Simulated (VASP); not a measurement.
Eu: single point with PBE

Crystal: Eu.

```
Eu
1.0
    -2.19106    2.19106    2.19106
     2.19106   -2.19106    2.19106
     2.19106    2.19106   -2.19106
Eu
1
Cartesian
  0.0000 0.0000 0.0000
```

```json
{"Program": "VASP 6.6.1", "Task": "single point", "Functional": "PBE", "Potentials or basis": "VASP PAW PBE potentials, release 64 (Eu)", "Cutoff": "690 eV", "k mesh": "14 × 14 × 14", "Occupations": "gaussian, width 0.05 eV", "Spin": "no spin polarisation", "Dipole correction": "no", "Second try": "not_converged", "Further INCAR settings": "ALGO = All; EDIFF = 1e-06; NBANDS = 14"}
```

```
Pressure               : -4.2 GPa
Band gap on the k mesh : zero (an odd number of electrons rules out a gap without spin polarisation)
```

Levels at points of the mesh, in eV from the Fermi level:
| k point | band 4 | band 5 | band 6 | band 7 | band 8 | band 9 | band 10 | band 11 | band 12 | band 13 |
| --- | --- | --- | --- | --- | --- | --- | --- | --- | --- | --- |
| (0.00, 0.00, 0.00) | -19.82 | -3.99 | -0.24 | -0.24 | -0.24 | 0.11 | 0.11 | 0.11 | 0.39 | 2.21 |
| (0.50, 0.00, 0.00) | -19.82 | -1.38 | -0.20 | -0.16 | -0.09 | 0.02 | 0.07 | 0.07 | 0.28 | 0.73 |
| (0.50, 0.50, 0.50) | -20.13 | -0.79 | -0.79 | -0.04 | -0.04 | -0.04 | -0.01 | -0.01 | -0.01 | 0.16 |

It took 4.4 min on 4 MPI ranks on Intel(R) Xeon(R) Platinum 8259CL CPU @ 2.50GHz (Skylake/Cascade Lake), with other jobs on the host, peak memory 0.36 GiB a rank.

Caveat: the cell stands under tension; spin-orbit coupling is left out, which moves the levels of the heavy elements; semilocal functionals describe open f shells poorly, which spoils levels, moments and volumes. Spin polarisation is off, so any magnetic state and its effect on volume and gap are missing.
